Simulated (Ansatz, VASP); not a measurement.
Ge: VASP beside Ansatz

```
CELL_PARAMETERS angstrom
-2.42102 2.57134 1.43695
2.42102 -2.57134 1.43695
2.42102 2.57134 -1.43695
ATOMIC_POSITIONS crystal
Ge 0.18594 0.93594 0.25000
Ge 0.81406 0.06406 0.75000
```

Change from the starting cell: strain -0.030 along x and y, +0.000 along z, atoms carried along.

Alike in both runs: task single point; functional PBEsol; k mesh 20 × 20 × 20; occupations gaussian, width 0.15 eV; no spin polarisation.

|  | VASP | Ansatz |
| --- | --- | --- |
| version | VASP 6.6.1 | Ansatz 0.2.0 |
| potentials or method | VASP PAW PBE potentials, release 64 (Ge_d), cutoff 520 eV | scalar-relativistic, plane waves, PAW |
| valence electrons in the cell | 28 | 28 |

|  | VASP | Ansatz | Ansatz less VASP |
| --- | --- | --- | --- |
| gap on the k mesh at the Fermi level (eV) | none | none | - |
| pressure (GPa) | 2.2 | 2.3 | +0.10 |
| traceless stress, the component that is largest in VASP (GPa) | -1.61 | -1.64 | -0.033 |
| rms of the force components (eV/Å) | 0.030 | 0.029 | -0.0010 |

VASP's potentials were made for PBE, not for PBEsol. Atom by atom the forces differ by 0.001 eV/Å (rms over components). A gap of «none» marks a metal or a gap that the smearing closes.
